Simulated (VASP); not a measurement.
# Mo (Im-3m) in VASP: a series of runs

The runs below take Mo through single point, relaxation of cell and atoms, with PBE.

Program: VASP 6.6.1. These are calculated values, not measurements. Logs are shortened: lines on timing, memory, paths and dates and some standing lists are left out, and cuts for length are marked.

## 1. The cell of the first run

It takes space group Im-3m (No. 229, cubic). Conventional cell: a = 3.161 Å, b = 3.161 Å, c = 3.161 Å, α = 90.00°, β = 90.00°, γ = 90.00°. Mo (site symmetry m-3m) has 14 Mo at 2.74 to 3.16 Å within 3.6 Å.

## 2. Single point, PBE

The input, INCAR:

```
  PREC = Accurate
  ENCUT = 520
  EDIFF = 1E-7
  ISMEAR = 0
  SIGMA = 0.1
  LREAL = F
  LASPH = T
  NELM = 100
  ALGO = Normal
  ISIF = 2
  LWAVE = F
  LCHARG = F
  GGA = PE
  NBANDS = 13
```

The input, KPOINTS:

```
Automatic mesh
0
Gamma
  18 18 18
```

The input, POSCAR:

```
Mo
1.0
   -1.5803010928      1.5803010928      1.5803010928
    1.5803010928     -1.5803010928      1.5803010928
    1.5803010928      1.5803010928     -1.5803010928
Mo
1
Direct
    0.0000000000      0.0000000000      0.0000000000
```

Potentials or basis: VASP PAW PBE potentials, release 64 (Mo_sv).

The run is started by

```console
$ cat potpaw_PBE.64/Mo_sv/POTCAR > POTCAR
$ mpirun -np 1 vasp_std > vasp.out
```

OUTCAR:

```text
PREC = Accurate
   ENCUT = 520
   EDIFF = 1E-7
   ISMEAR = 0
   LREAL = F
   LASPH = T
   NELM = 100
   ISIF = 2
   GGA = PE

 ion  position               nearest neighbor table
   1  0.000  0.000  0.000-

  LATTYP: Found a body centered cubic cell.
 ALAT       =     3.1606021856

  Lattice vectors:

 A1 = (  -1.5803010928,   1.5803010928,   1.5803010928)
 A2 = (   1.5803010928,  -1.5803010928,   1.5803010928)
 A3 = (   1.5803010928,   1.5803010928,  -1.5803010928)

Analysis of symmetry for initial positions (statically):
=====================================================================
 Subroutine PRICEL returns:
 Original cell was already a primitive cell.

 Routine SETGRP: Setting up the symmetry group for a
 body centered cubic supercell.

 Subroutine GETGRP returns: Found 48 space group operations
 (whereof 48 operations were pure point group operations)
 out of a pool of 48 trial point group operations.

The static configuration has the point symmetry O_h .

Analysis of symmetry for dynamics (positions and initial velocities):
=====================================================================
 Subroutine PRICEL returns:
 Original cell was already a primitive cell.

 Routine SETGRP: Setting up the symmetry group for a
 body centered cubic supercell.

 Subroutine GETGRP returns: Found 48 space group operations
 (whereof 48 operations were pure point group operations)
 out of a pool of 48 trial point group operations.

The dynamic configuration has the point symmetry O_h .

 Subroutine INISYM returns: Found 48 space group operations
 (whereof 48 operations are pure point group operations),
 and found     1 'primitive' translations

----------------------------------------------------------------------------------------

                                     Primitive cell

  volume of cell :      15.7863

  direct lattice vectors                    reciprocal lattice vectors
    -1.580301093  1.580301093  1.580301093     0.000000000  0.316395402  0.316395402
     1.580301093 -1.580301093  1.580301093     0.316395402  0.000000000  0.316395402
     1.580301093  1.580301093 -1.580301093     0.316395402  0.316395402  0.000000000

  length of vectors
     2.737161784  2.737161784  2.737161784     0.447450669  0.447450669  0.447450669

  position of ions in fractional coordinates (direct lattice)
     0.000000000  0.000000000  0.000000000

  ion indices of the primitive-cell ions
   primitive index   ion index
                 1           1

----------------------------------------------------------------------------------------

 KPOINTS: Automatic mesh

Automatic generation of k-mesh.
 Grid dimensions read from file:
 generate k-points for:   18   18   18

 Generating k-lattice:

  Cartesian coordinates                     Fractional coordinates (reciprocal lattice)
     0.000000000  0.017577522  0.017577522     0.055555556  0.000000000  0.000000000
     0.017577522  0.000000000  0.017577522     0.000000000  0.055555556  0.000000000
     0.017577522  0.017577522  0.000000000     0.000000000  0.000000000  0.055555556

  Length of vectors
     0.024858370  0.024858370  0.024858370

  Shift w.r.t. Gamma in fractional coordinates (k-lattice)
     0.000000000  0.000000000  0.000000000

 Subroutine IBZKPT returns following result:
 ===========================================

 Found    195 irreducible k-points:

 Following reciprocal coordinates:
            Coordinates               Weight
  0.000000  0.000000  0.000000      1.000000
  0.055556  0.000000  0.000000     12.000000
  0.111111  0.000000  0.000000     12.000000
  0.166667  0.000000  0.000000     12.000000
  0.222222  0.000000  0.000000     12.000000
  0.277778  0.000000  0.000000     12.000000
[... 16 lines left out ...]
  0.333333  0.111111  0.000000     48.000000
  0.388889  0.111111  0.000000     48.000000
 [... further k-points ...]
   k-points           NKPTS =    195   k-points in BZ     NKDIM =    195   number of bands    NBANDS=     13
   number of dos      NEDOS =    301   number of ions     NIONS =      1
   total plane-waves  NPLWV =   8000
   dimension x,y,z NGX =    20 NGY =   20 NGZ =   20
   dimension x,y,z NGXF=    40 NGYF=   40 NGZF=   40
   ions per type =               1
   NGX,Y,Z   is equivalent  to a cutoff of  12.15, 12.15, 12.15 a.u.
   NGXF,Y,Z  is equivalent  to a cutoff of  24.29, 24.29, 24.29 a.u.
 SYSTEM =  unknown system
   PREC   = accura    normal or accurate (medium, high low for compatibility)
   ISTART =      0    job   : 0-new  1-cont  2-samecut
   ICHARG =      2    charge: 1-file 2-atom 10-const
   ISPIN  =      1    spin polarized calculation?
   LNONCOLLINEAR =      F non collinear calculations
   LSORBIT =      F    spin-orbit coupling
   LASPH  =      T    aspherical Exc in radial PAW
   ENCUT  =  520.0 eV  38.22 Ry    6.18 a.u.   5.09  5.09  5.09*2*pi/ulx,y,z
   NELM   =    100;   NELMIN=  2; NELMDL= -5     # of ELM steps
   EDIFF  = 0.1E-06   stopping-criterion for ELM
   LREAL  =      F    real-space projection
   EDIFFG = 0.1E-05   stopping-criterion for IOM
   NSW    =      0    number of steps for IOM
   IBRION =     -1    ionic relax: 0-MD 1-quasi-New 2-CG
   NFREE  =      0    steps in history (QN), initial steepest desc. (CG)
   ISIF   =      2    stress and relaxation
   ISYM   =      2    0-nonsym 1-usesym 2-fastsym
   POTIM  = 0.5000    time-step for ionic-motion
   TEBEG  =    0.0;   TEEND  =   0.0 temperature during run
   PSTRESS=    0.0 pullay stress
   NELECT =      14.0000    total number of electrons
   NUPDOWN=      -1.0000    fix difference up-down
   EMIN   =  10.00;   EMAX   =-10.00  energy-range for DOS
   EFERMI =   0.00;   METHOD = LEGACY
   ISMEAR =     0;   SIGMA  =   0.10  broadening in eV -4-tet -1-fermi 0-gaus
   EFERMI_NEDOS =   21; number of points for ismear=-14 and -15
   IALGO  =     38    algorithm
   IMIX   =      4    mixing-type and parameters
     AMIX     =   0.40;   BMIX     =  1.00
     AMIX_MAG =   1.60;   BMIX_MAG =  1.00
  volume/ion in A,a.u.               =      15.79       106.53
  Fermi-wavevector in a.u.,A,eV,Ry     =   1.572863  2.972281 33.659443  2.473899
  Thomas-Fermi vector in A             =   2.674234
   LORBIT       =      0    0 simple, 1 ext, 2 COOP (PROOUT), +10 PAW based schemes
   GGA     = PE    functional components
   LHFCALC =     F    Hartree Fock is set to
   AEXX    =    0.0000 exact exchange contribution
   IVDW    =     0    specifies the selected vdW correction
   LEPSILON=     F    determine dielectric tensor
   LRPA    =     F    only Hartree local field effects (RPA)
 non-spin polarized calculation
 Gauss-broadening in eV      SIGMA  =   0.10
  energy-cutoff  :      520.00
  volume of cell :       15.79
 maximum number of plane-waves:       438
   NGX = 11   NGY = 11   NGZ = 11

 number of electron      14.0000004 magnetization

 Free energy of the ion-electron system (eV)
  ---------------------------------------------------
  ext. energy  EPLUGINS =         0.00000000
  ---------------------------------------------------
  free energy    TOTEN  =       -10.93496072 eV

  energy without entropy =      -10.93230658  energy(sigma->0) =      -10.93363365

 E-fermi :  12.4532     XC(G=0): -13.3350

 val. band max:       12.4334240539   @ k =   0.3889   0.1111   0.0000
 cond. band min:      12.4569464764   @ k =  -0.3889   0.4444   0.2778
 fundamental gap:      0.0235224225
 Fermi energy:        12.4531553808

 k-point     1 :       0.0000    0.0000    0.0000
  band No.  band energies     occupation
      1     -48.8442      2.00000
      2     -22.1328      2.00000
      3     -22.1328      2.00000
      4     -22.1328      2.00000
      5       5.2325      2.00000
      6      11.0904      2.00000
      7      11.0904      2.00000
      8      11.0904      2.00000
      9      14.0799      0.00000
     10      14.0799      0.00000
     11      27.2526      0.00000
     12      27.2526      0.00000
     13      27.2526      0.00000

 k-point     2 :       0.0556    0.0000    0.0000
  band No.  band energies     occupation
      1     -48.8366      2.00000
      2     -22.1766      2.00000
      3     -22.1464      2.00000
      4     -22.1331      2.00000
      5       5.3683      2.00000
      6      11.0140      2.00000
      7      11.0784      2.00000
      8      11.2170      2.00000
      9      13.9661      0.00000
     10      14.0818      0.00000
     11      27.3545      0.00000
     12      27.4809      0.00000
     13      27.5187      0.00000

 k-point     3 :       0.1111    0.0000    0.0000
  band No.  band energies     occupation
      1     -48.8149      2.00000
      2     -22.3016      2.00000
      3     -22.1851      2.00000
      4     -22.1340      2.00000
      5       5.7560      2.00000
      6      10.8017      2.00000
      7      11.0248      2.00000
      8      11.5916      2.00000
      9      13.7149      0.00000
     10      14.0927      0.00000
     11      27.5969      0.00000
     12      28.1462      0.00000
     13      28.1780      0.00000

 k-point     4 :       0.1667    0.0000    0.0000
  band No.  band energies     occupation
      1     -48.7816      2.00000
      2     -22.4900      2.00000
      3     -22.2441      2.00000
      4     -22.1354      2.00000
      5       6.3291      2.00000
      6      10.4959      2.00000
      7      10.9116      2.00000
      8      12.1981      1.99969
      9      13.5173      0.00000
     10      14.1247      0.00000
     11      27.7624      0.00000
     12      28.8183      0.00000
     13      29.1980      0.00000

 k-point     5 :       0.2222    0.0000    0.0000
  band No.  band energies     occupation
      1     -48.7404      2.00000
      2     -22.7161      2.00000
      3     -22.3156      2.00000
      4     -22.1372      2.00000
      5       6.9446      2.00000
      6      10.1482      2.00000
      7      10.8330      2.00000
      8      13.0079      0.00000
      9      13.4993      0.00000
     10      14.1905      0.00000
     11      27.5201      0.00000
     12      28.8367      0.00000
     13      30.5691      0.00000
[... 257 lines left out ...]
 k-point    22 :       0.2778    0.1111    0.0000
  band No.  band energies     occupation
      1     -48.6432      2.00000
      2     -23.1650      2.00000
      3     -22.4893      2.00000
      4     -22.1976      2.00000
      5       7.8266      2.00000
      6       9.5655      2.00000
      7      11.0665      2.00000
      8      13.5963      0.00000
      9      14.6856      0.00000
     10      15.7873      0.00000
     11      26.0410      0.00000
     12      26.9329      0.00000
     13      31.4593      0.00000

 k-point    23 :       0.3333    0.1111    0.0000
  band No.  band energies     occupation
      1     -48.6109      2.00000
      2     -23.3113      2.00000
      3     -22.5585      2.00000
      4     -22.2007      2.00000
      5       7.7103      2.00000
      6       9.3609      2.00000
      7      11.8077      2.00000
      8      13.8606      0.00000
      9      14.8515      0.00000
     10      16.8884      0.00000
     11      24.9951      0.00000
     12      25.8322      0.00000
     13      30.2172      0.00000

 k-point    24 :       0.3889    0.1111    0.0000
  band No.  band energies     occupation
      1     -48.5897      2.00000
      2     -23.4056      2.00000
      3     -22.6037      2.00000
      4     -22.2025      2.00000
      5       7.5784      2.00000
      6       9.2352      2.00000
      7      12.4334      1.21979
      8      13.9800      0.00000
      9      15.0982      0.00000
     10      17.7537      0.00000
     11      24.0173      0.00000
     12      25.1795      0.00000
     13      29.3112      0.00000

 [... further k-points ...]

------------------------ aborting loop because EDIFF is reached ----------------------------------------

  FORCE on cell =-STRESS in cart. coord.  units (eV):
  Direction    XX          YY          ZZ          XY          YZ          ZX
  --------------------------------------------------------------------------------------
  -------------------------------------------------------------------------------------
  Total        0.0457567      0.0457567      0.0457567     -0.0000000     -0.0000000      0.0000000
  in kB        4.6439325      4.6439325      4.6439325     -0.0000000     -0.0000000      0.0000000
  external PRESSURE =       4.6439325 kB  Pullay stress =       0.0000000 kB

 VOLUME and BASIS-vectors are now :
 -----------------------------------------------------------------------------
  energy-cutoff  :      520.00
  volume of cell :       15.79
      direct lattice vectors                 reciprocal lattice vectors
    -1.580301093  1.580301093  1.580301093     0.000000000  0.316395402  0.316395402
     1.580301093 -1.580301093  1.580301093     0.316395402  0.000000000  0.316395402
     1.580301093  1.580301093 -1.580301093     0.316395402  0.316395402  0.000000000

 POSITION                                       TOTAL-FORCE (eV/Angst)
 -----------------------------------------------------------------------------------
      0.00000      0.00000      0.00000         0.000000      0.000000     -0.000000
 -----------------------------------------------------------------------------------
    total drift:                                0.000000     -0.000000      0.000000

  FREE ENERGIE OF THE ION-ELECTRON SYSTEM (eV)
  ---------------------------------------------------
  free  energy   TOTEN  =       -10.9349607178 eV

  energy  without entropy=      -10.9323065831  energy(sigma->0) =      -10.93363365
```

It took 24 s on 1 thread of Intel Xeon Platinum 8259CL at 2.50GHz (Skylake/Cascade Lake), shared host; peak memory 0.15 GiB.

Results:

```
Free energy            : -10.9350 eV
Pressure               : 0.5 GPa
Band gap on the k mesh : zero (band 7 reaches 16.36 eV, above the bottom of band 8 at 11.09 eV)
```

Levels at points of the mesh, in eV from the Fermi level:
```tsv
k point	band 5	band 6	band 7	band 8	band 9	band 10
(0.00, 0.00, 0.00)	-7.22	-1.36	-1.36	-1.36	1.63	1.63
(0.50, 0.00, 0.00)	-5.28	-3.37	1.57	1.65	2.27	4.66
(0.50, 0.50, 0.50)	-5.38	-5.38	3.91	3.91	3.91	8.97
```

## 3. Single point, PBE

This run uses another cell than the first one, of 15.91 Å³/atom, 1.008 times its volume.

The input, INCAR:

```
ALGO = Normal ; EDIFF = 1E-6
ENCUT = 520 ; GGA = PE
ISIF = 2 ; ISMEAR = 0
LASPH = True ; LCHARG = False
LREAL = False ; LWAVE = False
NBANDS = 13 ; NELM = 80
PREC = Accurate ; SIGMA = 0.1
```

The input, KPOINTS:

```
k-points
0
Gamma
  18 18 18
```

The input, POSCAR:

```
Mo
1.0
   -1.5843435276      1.5843435276      1.5843435276
    1.5843435276     -1.5843435276      1.5843435276
    1.5843435276      1.5843435276     -1.5843435276
Mo
1
Direct
    0.0000000000      0.0000000000      0.0000000000
```

Potentials or basis: VASP PAW PBE potentials, release 64 (Mo_sv).

The run is started by

```console
$ cat potpaw_PBE.64/Mo_sv/POTCAR > POTCAR
$ mpirun -np 1 vasp_std > vasp.out
```

Wall time 23 s (1 thread of Intel Xeon Platinum 8259CL at 2.50GHz (Skylake/Cascade Lake), shared host); peak memory 0.15 GiB.

It converged, with:

- Free energy: -10.9346 eV
- Pressure: -1.5 GPa
- Band gap on the k mesh: zero (band 7 reaches 16.19 eV, above the bottom of band 8 at 10.98 eV)

Levels at points of the mesh, in eV from the Fermi level:
| k point | band 4 | band 5 | band 6 | band 7 | band 8 | band 9 | band 10 | band 11 |
| --- | --- | --- | --- | --- | --- | --- | --- | --- |
| (0.00, 0.00, 0.00) | -34.60 | -7.19 | -1.35 | -1.35 | -1.35 | 1.61 | 1.61 | 14.79 |
| (0.50, 0.00, 0.00) | -34.61 | -5.23 | -3.34 | 1.55 | 1.63 | 2.25 | 4.61 | 11.36 |
| (0.50, 0.50, 0.50) | -35.52 | -5.32 | -5.32 | 3.87 | 3.87 | 3.87 | 8.91 | 8.91 |

## 4. Relaxation of cell and atoms, PBE, target pressure 40 GPa, at which the enthalpy is minimised

This run uses another cell than the first one, of 13.97 Å³/atom, 0.885 times its volume.

The input, INCAR:

```
SYSTEM = Mo
ALGO = Fast
EDIFF = 1E-6
EDIFFG = -0.008
ENCUT = 600
GGA = PE
IBRION = 2
ISIF = 3
ISMEAR = 0
LASPH = .TRUE.
LCHARG = .FALSE.
LREAL = .FALSE.
LWAVE = .FALSE.
NELM = 60
NSW = 70
PREC = Accurate
PSTRESS = 400.0
SIGMA = 0.1
```

The input, KPOINTS:

```
k-points
0
G
  18 18 18
  0 0 0
```

The input, POSCAR:

```
Mo
1.0
   -1.5173664077      1.5173664077      1.5173664077
    1.5173664077     -1.5173664077      1.5173664077
    1.5173664077      1.5173664077     -1.5173664077
Mo
1
Direct
    0.0000000000      0.0000000000      0.0000000000
```

The run is started by

```console
$ cat potpaw_PBE.64/Mo_sv/POTCAR > POTCAR
$ mpirun -np 1 vasp_std > vasp.out
```

Wall time 63 s (1 thread of Intel Xeon Platinum 8259CL at 2.50GHz (Skylake/Cascade Lake), shared host); peak memory 0.17 GiB.

It converged, with:

| Property | Result |
| --- | --- |
| Free energy | -10.7343 eV |
| Relaxed volume | 14.04 Å³/atom |
| Relaxed cell | a = 2.632 Å, b = 2.632 Å, c = 2.632 Å, α = 109.47°, β = 109.47°, γ = 109.47° |
| Space group after relaxing (to 0.05 Å) | Im-3m (No. 229) |
| Energy change on relaxing (the enthalpy is what falls) | -16.4 meV/atom |
| Ionic steps | 3 |
| Pressure after relaxing | 40.1 GPa |
| Band gap on the k mesh | zero (band 7 reaches 19.03 eV, above the bottom of band 8 at 12.81 eV) |

The path:
| step | energy change (eV) | largest force (eV/Å) | pressure (GPa) | volume (Å³) |
| --- | --- | --- | --- | --- |
| 1 | 0.0000 | 0.0000 | 41.92 | 13.97 |
| 2 | -0.0784 | 0.0000 | 31.96 | 14.31 |
| 3 | -0.0164 | 0.0000 | 40.07 | 14.04 |

Final structure:
```xyz
1
Lattice="-1.5197 1.5197 1.5197 1.5197 -1.5197 1.5197 1.5197 1.5197 -1.5197" Properties=species:S:1:pos:R:3 pbc="T T T"
Mo    0.0000    0.0000    0.0000
```

Levels at points of the mesh, in eV from the Fermi level:
```
           k point  band 4  band 5  band 6  band 7  band 8  band 9  band 10  band 11
(0.00, 0.00, 0.00)  -34.34   -7.59   -1.64   -1.64   -1.64    1.81     1.81    14.93
(0.50, 0.00, 0.00)  -34.37   -6.05   -4.00    1.91    2.07    2.63     5.50    12.12
(0.50, 0.50, 0.50)  -35.67   -6.37   -6.37    4.58    4.58    4.58     9.92     9.92
```

Caveat: the cell is relaxed towards a set pressure, so the enthalpy falls and the energy may rise.

## 5. Relaxation of cell and atoms, PBE, target pressure 20 GPa, at which the enthalpy is minimised

This run uses another cell than the first one, of 14.75 Å³/atom, 0.934 times its volume.

The input, INCAR:

```
  ALGO = Normal
  EDIFF = 1E-6
  EDIFFG = -0.008
  ENCUT = 600
  GGA = PE
  IBRION = 2
  ISIF = 3
  ISMEAR = 0
  LASPH = T
  LCHARG = F
  LREAL = F
  LWAVE = F
  NELM = 80
  NSW = 70
  PREC = Accurate
  PSTRESS = 200.0
  SIGMA = 0.1
```

The input, KPOINTS:

```
k-points
0
Gamma
  18 18 18
```

The input, POSCAR:

```
Mo
1.0
   -1.5449615718      1.5449615718      1.5449615718
    1.5449615718     -1.5449615718      1.5449615718
    1.5449615718      1.5449615718     -1.5449615718
Mo
1
Direct
    0.0000000000      0.0000000000      0.0000000000
```

The run is started by

```console
$ cat potpaw_PBE.64/Mo_sv/POTCAR > POTCAR
$ mpirun -np 1 vasp_std > vasp.out
```

Run time: 41 s. Hardware: 1 thread of Intel Xeon Platinum 8259CL at 2.50GHz (Skylake/Cascade Lake), shared host; peak memory 0.18 GiB.

Results (log left out):

| Quantity | Value |
| --- | --- |
| Free energy | -10.8741 eV |
| Relaxed volume | 14.79 Å³/atom |
| Relaxed cell | a = 2.678 Å, b = 2.678 Å, c = 2.678 Å, α = 109.47°, β = 109.47°, γ = 109.47° |
| Space group after relaxing (to 0.05 Å) | Im-3m (No. 229) |
| Energy change on relaxing (the enthalpy is what falls) | -5.1 meV/atom |
| Ionic steps | 3 |
| Pressure after relaxing | 20.0 GPa |
| Band gap on the k mesh | zero (band 7 reaches 17.81 eV, above the bottom of band 8 at 12.03 eV) |

Step by step:
| step | energy change (eV) | largest force (eV/Å) | pressure (GPa) | volume (Å³) |
| --- | --- | --- | --- | --- |
| 1 | 0.0000 | 0.0000 | 20.95 | 14.75 |
| 2 | -0.0220 | 0.0000 | 16.65 | 14.94 |
| 3 | -0.0051 | 0.0000 | 19.99 | 14.79 |

Final structure:
```yaml
crystal:
  lattice:
    - [-1.54636, 1.54636, 1.54636]
    - [1.54636, -1.54636, 1.54636]
    - [1.54636, 1.54636, -1.54636]
  atoms:
    - { symbol: Mo, position: [0.00000, 0.00000, 0.00000] }
```

Levels at points of the mesh, in eV from the Fermi level:
| k point | band 4 | band 5 | band 6 | band 7 | band 8 | band 9 | band 10 | band 11 |
| --- | --- | --- | --- | --- | --- | --- | --- | --- |
| (0.00, 0.00, 0.00) | -34.46 | -7.44 | -1.51 | -1.51 | -1.51 | 1.73 | 1.73 | 14.88 |
| (0.50, 0.00, 0.00) | -34.47 | -5.70 | -3.71 | 1.79 | 1.82 | 2.47 | 5.11 | 12.04 |
| (0.50, 0.50, 0.50) | -35.60 | -5.92 | -5.92 | 4.27 | 4.27 | 4.27 | 9.48 | 9.48 |

Caveat: the cell is relaxed towards a set pressure, so the enthalpy falls and the energy may rise.

(Part 1 of 2 ends here.)
